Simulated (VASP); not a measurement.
Here is a VASP 6.6.1 calculation.

File INCAR:

```
ALGO = Normal
EDIFF = 1E-7
ENCUT = 520
GGA = PE
ISIF = 2
ISMEAR = 0
LASPH = T
LCHARG = F
LREAL = F
LWAVE = F
NBANDS = 33
NELM = 60
PREC = Accurate
SIGMA = 0.03
```

KPOINTS

```
k-points
0
Gamma
  9 9 3
```

File POSCAR:

```
GeSb2Te4
1.0
   -4.2977010893      0.0000000000      0.0000000000
   -2.1488505447     -3.7219183212      0.0000000000
   -0.5374275212     -0.3102839240     14.1302728042
Ge Sb Te
1 2 4
Direct
    0.4848649406      0.4848649406      0.2073377777
    0.1045114249      0.1045114249      0.7713543595
    0.7949114870      0.7949114870      0.4866674886
    0.8265123620      0.8265123620      0.1076086130
   -0.2389127154     -0.2389127154      0.8923956264
    0.4499301313      0.4499301313      0.6263878696
    0.1385466247      0.1385466247      0.3630952651
```

Potentials or basis: VASP PAW PBE potentials, release 64 (Ge_d, Sb, Te).

Command:

```sh
$ cat potpaw_PBE.64/Ge_d/POTCAR potpaw_PBE.64/Sb/POTCAR potpaw_PBE.64/Te/POTCAR > POTCAR
$ mpirun -np 1 vasp_std > vasp.out
```

(1) Estimate the pressure.

(2) What does it give for the largest force?

(3) What does it give for the band gap on the k mesh?

Answers

(1) 1.1 GPa.

(2) 0.723 eV/Å.

(3) 0.06 eV, indirect (least direct gap 0.26 eV).

Caveat: spin-orbit coupling is left out, which moves the levels of the heavy elements.
